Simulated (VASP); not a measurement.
# CrO2 in VASP: further runs

Runs on CrO2. Level: PBE. Tasks: single point.

Everything below comes from runs of VASP 6.6.1. Logs are shortened: lines on timing, memory, paths and dates and some standing lists are left out, and cuts for length are marked.

## 1. The cell of the first run

The structure is tetragonal, space group P4_2/mnm (No. 136). Conventional cell: a = 4.479 Å, b = 4.479 Å, c = 2.955 Å, α = 90.00°, β = 90.00°, γ = 90.00°. Cr (site symmetry mmm) has 6 O at 1.91 to 1.94 Å within 2.5 Å. O (site symmetry m2m) has 3 Cr at 1.91 to 1.94 Å and 1 O at 2.52 Å within 2.6 Å.

## 2. Single point, PBE, collinear spin, ferromagnetic start

The input, INCAR:

```
SYSTEM = CrO2
ALGO     = Normal         ! electronic algorithm
EDIFF    = 1E-6           ! SCF threshold, eV
ENCUT    = 520            ! plane-wave cutoff, eV
GGA      = PE             ! functional
ISIF     = 2              ! what is computed and relaxed
ISMEAR   = -1             ! smearing method
ISPIN    = 2              ! spin polarisation
LASPH    = .True.         ! aspherical terms in the spheres
LCHARG   = .False.        ! write CHGCAR
LMAXMIX  = 4              ! l up to which the mixer works
LORBIT   = 11             ! projections on sites
LREAL    = .False.        ! projectors in reciprocal space
LWAVE    = .False.        ! write WAVECAR
MAGMOM   = 3 3 0 0 0 0    ! initial moments
NBANDS   = 37             ! bands
NELM     = 150            ! most SCF steps
PREC     = Accurate       ! precision mode
SIGMA    = 0.05           ! smearing width, eV
```

The input, KPOINTS:

```
k-points
0
Gamma
  6 6 9
  0 0 0
```

The input, POSCAR:

```
CrO2
1.0
    4.4791777243      0.0000000000      0.0000000000
    0.0000000000      4.4791777243      0.0000000000
    0.0000000000      0.0000000000      2.9553859809
Cr O
2 4
Direct
    0.5000000000      0.5000000000      0.5000000000
    0.0000000000      0.0000000000      0.0000000000
    0.8010000000      0.1990000000      0.5000000000
    0.6990000000      0.6990000000      0.0000000000
    0.1990000000      0.8010000000      0.5000000000
    0.3010000000      0.3010000000      0.0000000000
```

Potentials or basis: VASP PAW PBE potentials, release 64 (Cr_pv, O).

Launch:

```
> cat potpaw_PBE.64/Cr_pv/POTCAR potpaw_PBE.64/O/POTCAR > POTCAR
> mpirun -np 1 vasp_std > vasp.out
```

OUTCAR:

```text
SYSTEM = CrO2
   EDIFF = 1E-6
   ENCUT = 520
   GGA = PE
   ISIF = 2
   ISMEAR = -1
   ISPIN = 2
   LASPH = .True.
   LORBIT = 11
   LREAL = .False.
   NELM = 150
   PREC = Accurate

 ion  position               nearest neighbor table
   1  0.500  0.500  0.500-   3 1.91   5 1.91   4 1.94   6 1.94   4 1.94   6 1.94
   2  0.000  0.000  0.000-   4 1.91   6 1.91   5 1.94   3 1.94   3 1.94   5 1.94
   3  0.801  0.199  0.500-   1 1.91   2 1.94   2 1.94
   4  0.699  0.699  0.000-   2 1.91   1 1.94   1 1.94
   5  0.199  0.801  0.500-   1 1.91   2 1.94   2 1.94
   6  0.301  0.301  0.000-   2 1.91   1 1.94   1 1.94

  LATTYP: Found a simple tetragonal cell.
 ALAT       =     4.4791777243
 C/A-ratio  =     0.6598054739

  Lattice vectors:

 A1 = (   4.4791777243,   0.0000000000,   0.0000000000)
 A2 = (   0.0000000000,   4.4791777243,   0.0000000000)
 A3 = (   0.0000000000,   0.0000000000,   2.9553859809)

Analysis of symmetry for initial positions (statically):
=====================================================================
 Subroutine PRICEL returns:
 Original cell was already a primitive cell.

 Routine SETGRP: Setting up the symmetry group for a
 simple tetragonal supercell.

 Subroutine GETGRP returns: Found 16 space group operations
 (whereof  8 operations were pure point group operations)
 out of a pool of 16 trial point group operations.

The static configuration has the point symmetry D_2h.
 The point group associated with its full space group is D_4h.

Analysis of symmetry for dynamics (positions and initial velocities):
=====================================================================
 Subroutine PRICEL returns:
 Original cell was already a primitive cell.

 Routine SETGRP: Setting up the symmetry group for a
 simple tetragonal supercell.

 Subroutine GETGRP returns: Found 16 space group operations
 (whereof  8 operations were pure point group operations)
 out of a pool of 16 trial point group operations.

The dynamic configuration has the point symmetry D_2h.
 The point group associated with its full space group is D_4h.

Analysis of structural, dynamic, and magnetic symmetry:
=====================================================================
 Subroutine PRICEL returns:
 Original cell was already a primitive cell.

 Routine SETGRP: Setting up the symmetry group for a
 simple tetragonal supercell.

 Subroutine GETGRP returns: Found 16 space group operations
 (whereof  8 operations were pure point group operations)
[... 144 lines left out ...]
  volume of cell :       59.29
 maximum number of plane-waves:      1623
 NGX is ok and might be reduce to    36
   NGX = 17   NGY = 17   NGZ = 11

 number of electron      48.0000012 magnetization       3.9996954

 Free energy of the ion-electron system (eV)
  ---------------------------------------------------
  ext. energy  EPLUGINS =         0.00000000
  ---------------------------------------------------
  free energy    TOTEN  =       -50.32343678 eV

  energy without entropy =      -50.31263231  energy(sigma->0) =      -50.31803455

 E-fermi :   5.1459     XC(G=0): -11.6915

 val. band max:        5.1339302590   @ k =   0.5000   0.5000   0.4444
 cond. band min:       5.1895311572   @ k =   0.1667   0.1667   0.4444
 fundamental gap:      0.0556008981
 Fermi energy:         5.1459207441

 spin component 1

 k-point     1 :       0.0000    0.0000    0.0000
  band No.  band energies     occupation
      1     -39.7534      1.00000
      2     -39.7534      1.00000
      3     -39.6382      1.00000
      4     -39.6382      1.00000
      5     -39.5570      1.00000
      6     -39.5451      1.00000
[... 925 lines left out ...]
     35      15.8120      0.00000
     36      15.8120      0.00000

 [... further k-points ...]

 spin component 2

 k-point     1 :       0.0000    0.0000    0.0000
  band No.  band energies     occupation
      1     -37.7079      1.00000
      2     -37.7079      1.00000
      3     -37.3727      1.00000
      4     -37.3727      1.00000
      5     -37.1462      1.00000
      6     -37.1320      1.00000
[... 925 lines left out ...]
     35      15.9926      0.00000
     36      15.9926      0.00000

 [... further k-points ...]

 [bands above 36 left out]

------------------------ aborting loop because EDIFF is reached ----------------------------------------

  FORCE on cell =-STRESS in cart. coord.  units (eV):
  Direction    XX          YY          ZZ          XY          YZ          ZX
  --------------------------------------------------------------------------------------
  -------------------------------------------------------------------------------------
  Total       -2.0377600     -2.0377600     -2.7875438      0.0000000      0.0000000      0.0000000
  in kB      -55.0621069    -55.0621069    -75.3219368      0.0000000      0.0000000      0.0000000
  external PRESSURE =     -61.8153836 kB  Pullay stress =       0.0000000 kB

 VOLUME and BASIS-vectors are now :
 -----------------------------------------------------------------------------
  energy-cutoff  :      520.00
  volume of cell :       59.29
      direct lattice vectors                 reciprocal lattice vectors
     4.479177724  0.000000000  0.000000000     0.223255263  0.000000000  0.000000000
     0.000000000  4.479177724  0.000000000     0.000000000  0.223255263  0.000000000
     0.000000000  0.000000000  2.955385981     0.000000000  0.000000000  0.338365278

 POSITION                                       TOTAL-FORCE (eV/Angst)
 -----------------------------------------------------------------------------------
      2.23959      2.23959      1.47769         0.000000      0.000000      0.000000
      0.00000      0.00000      0.00000         0.000000      0.000000      0.000000
      3.58782      0.89136      1.47769         0.234435     -0.234435     -0.000000
      3.13095      3.13095      0.00000        -0.234435     -0.234435     -0.000000
      0.89136      3.58782      1.47769        -0.234435      0.234435      0.000000
      1.34823      1.34823      0.00000         0.234435      0.234435      0.000000
 -----------------------------------------------------------------------------------
    total drift:                                0.000000      0.000000      0.000000

  FREE ENERGIE OF THE ION-ELECTRON SYSTEM (eV)
  ---------------------------------------------------
  free  energy   TOTEN  =       -50.3234367795 eV

  energy  without entropy=      -50.3126323110  energy(sigma->0) =      -50.31803455

 total charge

# of ion       s       p       d       tot
------------------------------------------
    1        0.350   6.428   3.976  10.754
    2        0.350   6.428   3.976  10.754
    3        1.571   3.441   0.000   5.011
    4        1.571   3.441   0.000   5.011
    5        1.571   3.441   0.000   5.011
    6        1.571   3.441   0.000   5.011
--------------------------------------------------
tot          6.981  26.619   7.953  41.553

 magnetization (x)

# of ion       s       p       d       tot
------------------------------------------
    1        0.025   0.030   2.075   2.130
    2        0.025   0.030   2.075   2.130
    3       -0.003  -0.086   0.000  -0.089
    4       -0.003  -0.086   0.000  -0.089
    5       -0.003  -0.086   0.000  -0.089
    6       -0.003  -0.086   0.000  -0.089
--------------------------------------------------
tot          0.038  -0.285   4.150   3.903
```

stdout:

```text
POSCAR found type information on POSCAR CrO
 POSCAR found :  2 types and       6 ions
 scaLAPACK will be used
 LDA part: xc-table for (Slater+PW92), standard interpolation
 POSCAR, INCAR and KPOINTS ok, starting setup
 FFT: planning ... GRIDC
 FFT: planning ... GRID_SOFT
 FFT: planning ... GRID
 WAVECAR not read
 entering main loop
```

Run time: 80 s. Hardware: 1 thread of Intel Xeon 6975P-C (Granite Rapids), shared host; peak memory 0.29 GiB.

What came out:

```yaml
Free_energy: -50.3234 eV
Pressure: -6.2 GPa
Largest_force: 0.332 eV/Å
Band_gap_on_the_k_mesh: zero (filled and empty bands overlap)
Net_moment: 4.00 μB per cell
Site_moments: Cr +2.13; O -0.09 μB
Valence_electrons_inside_the_program's_atomic_spheres: Cr 10.75; O 5.01
```

Forces on the atoms (eV/Å):
```
Cr   0.000  0.000  0.000
Cr   0.000  0.000  0.000
O    0.234 -0.234  0.000
O   -0.234 -0.234  0.000
O   -0.234  0.234  0.000
O    0.234  0.234  0.000
```

Levels at points of the mesh, in eV from the Fermi level:
Spin up:
| k point | band 23 | band 24 | band 25 | band 26 | band 27 | band 28 | band 29 | band 30 |
| --- | --- | --- | --- | --- | --- | --- | --- | --- |
| (0.00, 0.00, 0.00) | -1.12 | -1.12 | -1.10 | -1.10 | -0.51 | 1.02 | 1.13 | 3.54 |
| (0.50, 0.00, 0.00) | -0.83 | -0.83 | -0.30 | -0.30 | 0.31 | 0.31 | 3.17 | 3.17 |
| (0.50, 0.50, 0.00) | -1.48 | -1.48 | -1.10 | -1.10 | 0.87 | 0.87 | 2.57 | 2.57 |
Spin down:
```tsv
k point	band 18	band 19	band 20	band 21	band 22	band 23	band 24	band 25	band 26	band 27
(0.00, 0.00, 0.00)	-3.26	-1.60	-1.29	-1.29	-0.83	0.96	1.03	1.27	1.27	1.27
(0.50, 0.00, 0.00)	-4.06	-2.73	-2.73	-1.60	-1.60	1.61	1.61	1.86	1.86	2.02
(0.50, 0.50, 0.00)	-3.02	-2.41	-2.41	-2.13	-2.13	1.02	1.02	1.29	1.29	2.31
```

Caveat: the cell stands under tension; semilocal functionals often make such compounds metallic where correlation or magnetic order opens a gap, which also shifts bond lengths; the run started ferromagnetic, and an antiferromagnetic order may lie lower in energy.

## 3. Single point, PBE, collinear spin, ferromagnetic start

This run uses another cell than the first one, of 10.07 Å³/atom.

The input, INCAR:

```
  PREC = Accurate
  ENCUT = 520
  EDIFF = 1E-7
  ISMEAR = -1
  SIGMA = 0.05
  LREAL = F
  LASPH = T
  NELM = 150
  ALGO = Normal
  ISIF = 2
  LWAVE = F
  LCHARG = F
  ISPIN = 2
  MAGMOM = 3 3 0 0 0 0
  LORBIT = 11
  LMAXMIX = 4
  GGA = PE
  NBANDS = 37
```

The input, KPOINTS:

```
Automatic mesh
0
Gamma
  6 6 9
```

POSCAR: that of step 2 with these lines changed.

```diff
@@ -2,5 +2,5 @@
 1.0
-    4.4791777243      0.0000000000      0.0000000000
-    0.0000000000      4.4791777243      0.0000000000
-    0.0000000000      0.0000000000      2.9553859809
+    4.5077082879      0.0000000000      0.0000000000
+    0.0000000000      4.5077082879      0.0000000000
+    0.0000000000      0.0000000000      2.9742106030
 Cr O
```

Potentials or basis: VASP PAW PBE potentials, release 64 (Cr_pv, O).

Launch:

```
> cat potpaw_PBE.64/Cr_pv/POTCAR potpaw_PBE.64/O/POTCAR > POTCAR
> mpirun -np 1 vasp_std > vasp.out
```

Run time: 87 s. Hardware: 1 thread of Intel Xeon 6975P-C (Granite Rapids), shared host; peak memory 0.29 GiB.

The run converged. Its results:

```yaml
Free_energy: -50.2682 eV
Pressure: -10.0 GPa
Largest_force: 0.362 eV/Å
Band_gap_on_the_k_mesh: zero (filled and empty bands overlap)
Net_moment: 4.00 μB per cell
Site_moments: Cr +2.15; O -0.10 μB
Valence_electrons_inside_the_program's_atomic_spheres: Cr 10.71; O 5.00
```

Forces in eV/Å, atoms in the order of the input:
```
Cr   0.000  0.000  0.000
Cr   0.000  0.000  0.000
O    0.256 -0.256  0.000
O   -0.256 -0.256  0.000
O   -0.256  0.256  0.000
O    0.256  0.256  0.000
```

Stress tensor (GPa, compression positive):
```
 -9.13   0.00   0.00
  0.00  -9.13   0.00
  0.00   0.00 -11.65
```

Levels at points of the mesh, in eV from the Fermi level:
Spin up:
```tsv
k point	band 23	band 24	band 25	band 26	band 27	band 28	band 29	band 30
(0.00, 0.00, 0.00)	-1.11	-1.11	-1.04	-1.04	-0.46	0.96	1.09	3.46
(0.50, 0.00, 0.00)	-0.83	-0.83	-0.30	-0.30	0.30	0.30	3.09	3.09
(0.50, 0.50, 0.00)	-1.46	-1.46	-1.09	-1.09	0.85	0.85	2.48	2.48
```
Spin down:
| k point | band 19 | band 20 | band 21 | band 22 | band 23 | band 24 | band 25 | band 26 |
| --- | --- | --- | --- | --- | --- | --- | --- | --- |
| (0.00, 0.00, 0.00) | -1.56 | -1.25 | -1.25 | -0.80 | 1.00 | 1.07 | 1.30 | 1.30 |
| (0.50, 0.00, 0.00) | -2.65 | -2.65 | -1.54 | -1.54 | 1.64 | 1.64 | 1.87 | 1.87 |
| (0.50, 0.50, 0.00) | -2.35 | -2.35 | -2.08 | -2.08 | 1.05 | 1.05 | 1.32 | 1.32 |

Caveat: the cell stands under tension; semilocal functionals often make such compounds metallic where correlation or magnetic order opens a gap, which also shifts bond lengths; the run started ferromagnetic, and an antiferromagnetic order may lie lower in energy. With open d or f shells a metallic result of PBE can be an artefact of self-interaction; +U or a hybrid may open a gap.

(Part 1 of 2 ends here.)

The gap in the log of VASP goes by the Fermi energy; the results here count the filled bands.